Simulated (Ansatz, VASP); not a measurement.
# One calculation of Ir, two programs

```
Ir
1.0
     2.69471    0.00000    0.00000
    -1.34735    2.33369    0.00000
     0.00000    0.00000   26.00110
Ir
6
Cartesian
  1.3474 0.7779 7.5000
  0.0000 1.5558 9.7002
  0.0000 0.0000 11.9004
  1.3474 0.7779 14.1007
  0.0000 1.5558 16.3009
  0.0000 0.0000 18.5011
```

Alike in both runs: task single point; functional LDA; k mesh 15 × 15 × 1; occupations gaussian, width 0.1 eV; no spin polarisation.

|  | VASP | Ansatz |
| --- | --- | --- |
| version | VASP 6.6.1 | Ansatz 0.2.0 |
| potentials or method | VASP PAW LDA potentials, release 64 (Ir_sv_GW), cutoff 420 eV | scalar-relativistic, plane waves, PAW |
| valence electrons in the cell | 102 | 102 |

|  | VASP | Ansatz | Ansatz less VASP |
| --- | --- | --- | --- |
| gap on the k mesh at the Fermi level (eV) | none | none | - |
| rms of the force components (eV/Å) | 0.214 | 0.231 | +0.0168 |

LDA's correlation is that of Perdew and Zunger in VASP and of Perdew and Wang (1992) in Ansatz. Atom by atom the forces differ by 0.023 eV/Å (rms over components). A gap of «none» marks a metal or a gap that the smearing closes. Ansatz's warnings: xc potential rough in thin density.

Neither program's run includes spin-orbit coupling.
